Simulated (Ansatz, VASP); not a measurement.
One calculation of Ga2GeO2, two programs

The input INCAR:

```
SYSTEM = Ga2GeO2
PREC     = Accurate       ! precision mode
ENCUT    = 520            ! plane-wave cutoff, eV
EDIFF    = 1E-6           ! SCF threshold, eV
ISMEAR   = 0              ! smearing method
SIGMA    = 0.1            ! smearing width, eV
LREAL    = .FALSE.        ! projectors in reciprocal space
LASPH    = .TRUE.         ! aspherical terms in the spheres
NELM     = 80             ! most SCF steps
ALGO     = Normal         ! electronic algorithm
ISIF     = 2              ! what is computed and relaxed
LWAVE    = .FALSE.        ! write WAVECAR
LCHARG   = .FALSE.        ! write CHGCAR
GGA      = PE             ! functional
NBANDS   = 34             ! bands
```

The input KPOINTS:

```
regular mesh
0
G
  4 4 4
  0 0 0
```

File POSCAR:

```
Ga2GeO2
1.0
    4.7655476500      0.0000000000      0.0000000000
    0.0000000000      4.7655476500      0.0000000000
    0.0000000000      0.0000000000      3.7880049800
Ga Ge O
2 1 2
Direct
    0.5000000000      0.0000000000      0.2127312400
    0.0000000000      0.5000000000      0.2127312400
    0.5000000000      0.5000000000      0.7198542100
    0.5000000000      0.0000000000      0.7601833600
    0.0000000000      0.5000000000      0.7601833600
```

Input for Ansatz:

```yaml
crystal:
  lattice:
    - [4.76554765, 0.0, 0.0]
    - [0.0, 4.76554765, 0.0]
    - [0.0, 0.0, 3.78800498]
  atoms:
    - { symbol: Ga, position: [0.5, 0.0, 0.21273124] }
    - { symbol: Ga, position: [0.0, 0.5, 0.21273124] }
    - { symbol: Ge, position: [0.5, 0.5, 0.71985421] }
    - { symbol: O, position: [0.5, 0.0, 0.76018336] }
    - { symbol: O, position: [0.0, 0.5, 0.76018336] }
basis:
  ecutwfc: 420
kpoints:
  mp_grid: { grid: [4, 4, 4] }
hamiltonian:
  xc: pbe
scf:
  occupations: { method: gaussian, width: 0.1 }
  lower_state_search: "off"
output:
  forces: true
  stress: true
  eigenvalues: true
```

Alike in both runs: task single point; functional PBE; k mesh 4 × 4 × 4; occupations gaussian, width 0.1 eV; no spin polarisation.

|  | VASP | Ansatz |
| --- | --- | --- |
| version | VASP 6.6.1 | Ansatz 0.2.0 |
| potentials or method | VASP PAW PBE potentials, release 64 (Ga_d, Ge_d, O), cutoff 520 eV | scalar-relativistic, plane waves, PAW |
| valence electrons in the cell | 52 | 52 |

Ansatz gave:

- gap on the k mesh at the Fermi level (eV): none
- pressure (GPa): 9.2
- traceless stress, the component that is largest in VASP (GPa): 15.98
- rms of the force components (eV/Å): 1.795

Which values does VASP return?

gap on the k mesh at the Fermi level (eV): none; pressure (GPa): 9.2; traceless stress, the component that is largest in VASP (GPa): 16.12; rms of the force components (eV/Å): 1.779.

Atom by atom the forces differ by 0.016 eV/Å (rms over components). A gap of «none» marks a metal or a gap that the smearing closes. The functional is the same, so the differences come from potentials, cutoffs and numerics.

The k mesh is coarse, so the values compare programs but aren't converged.
